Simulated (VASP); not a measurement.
Input of a VASP 6.6.1 run:

The input INCAR:

```
SYSTEM = Zr2Si3
  PREC = Accurate
  ENCUT = 520
  EDIFF = 1E-7
  ISMEAR = 0
  SIGMA = 0.1
  LREAL = .FALSE.
  LASPH = .TRUE.
  NELM = 80
  ALGO = Normal
  ISIF = 2
  LWAVE = .FALSE.
  LCHARG = .TRUE.
  GGA = PE
  LELF = .TRUE.
  LVHAR = .TRUE.
  NBANDS = 26
```

KPOINTS

```
regular mesh
0
G
  6 6 4
  0 0 0
```

POSCAR

```
Zr2Si3
1.0
    3.8257652589      0.0000000000      0.0000000000
   -1.9128826294      3.3132099031      0.0000000000
    0.0000000000      0.0000000000      5.9522692987
Zr Si
2 3
Direct
    0.3333333333      0.6666666667      0.2450000000
    0.6666666667      0.3333333333      0.7550000000
    0.0000000000      0.0000000000      0.0000000000
    0.3333333333      0.6666666667      0.6450000000
    0.6666666667      0.3333333333      0.3550000000
```

Potentials or basis: VASP PAW PBE potentials, release 64 (Zr_sv, Si).

The run is started by

```console
$ cat potpaw_PBE.64/Zr_sv/POTCAR potpaw_PBE.64/Si/POTCAR > POTCAR
$ mpirun -np 1 vasp_std > vasp.out
```

(1) Estimate the largest force.

(2) Predict the band gap on the k mesh.

(3) Predict the pressure.

## Answers

(1) 5.637 eV/Å.

(2) zero (bands 18 and 19 overlap by 0.67 eV).

(3) 52.7 GPa.

Caveat: the stress differs along the axes, from 41 to 59 GPa; forces of over 1 eV/Å act on the atoms, so gaps and moduli don't describe the material at rest.
